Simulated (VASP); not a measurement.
# Te: single point with LDA

Te:

```
Te
1.0
     4.20568   -2.35529    0.00000
     4.20568    2.35529    0.00000
    -0.12957    0.00000    3.93079
Te
3
Cartesian
  5.5986 0.0000 2.6533
  2.6832 0.0000 1.2775
  0.0000 0.0000 0.0000
```

- Program: VASP 6.6.1
- Task: single point
- Functional: LDA
- Potentials or basis: VASP PAW LDA potentials, release 64 (Te)
- Cutoff: 520 eV
- k mesh: 8 × 8 × 8
- Occupations: fermi-dirac, width 0.05 eV
- Spin: no spin polarisation

The pressure is 6.7 GPa and the largest force is 0.517 eV/Å. The band gap on the k mesh is zero (bands 9 and 10 overlap by 3.56 eV).

Forces in eV/Å, atoms in the order of the input:
```
Te  -0.473  0.000 -0.210
Te   0.473  0.000  0.210
Te   0.000  0.000  0.000
```

Stress tensor (GPa, compression positive):
```
6.33 0.00 1.00
0.00 6.52 0.00
1.00 0.00 7.14
```

Levels at points of the mesh, in eV from the Fermi level:
| k point | band 5 | band 6 | band 7 | band 8 | band 9 | band 10 | band 11 | band 12 | band 13 | band 14 |
| --- | --- | --- | --- | --- | --- | --- | --- | --- | --- | --- |
| (0.00, 0.00, 0.00) | -4.55 | -4.02 | -4.00 | -2.24 | -1.92 | 1.60 | 2.98 | 3.33 | 5.71 | 6.06 |
| (0.50, 0.00, 0.00) | -2.77 | -2.74 | -2.66 | 0.14 | 0.22 | 0.46 | 0.89 | 2.83 | 3.69 | 5.69 |
| (0.50, 0.50, 0.00) | -3.15 | -2.78 | -2.34 | 0.44 | 0.54 | 0.64 | 0.77 | 2.42 | 3.37 | 5.70 |
| (0.00, 0.00, 0.50) | -3.87 | -2.81 | -2.72 | -1.93 | -1.89 | -1.86 | -1.68 | -1.09 | 2.66 | 2.97 |
| (0.50, 0.00, 0.50) | -4.56 | -4.47 | -3.99 | -3.81 | 1.71 | 1.90 | 1.95 | 3.22 | 6.74 | 7.05 |
| (0.50, 0.50, 0.50) | -4.11 | -4.07 | -4.00 | -3.83 | 1.55 | 1.75 | 2.29 | 2.68 | 6.64 | 7.07 |

It took 71 s on 1 thread of Intel(R) Xeon(R) Platinum 8488C (Sapphire Rapids) (shared host), peak memory 0.26 GiB.

Caveat: the cell stands under pressure; spin-orbit coupling is left out, which moves the levels of the heavy elements.
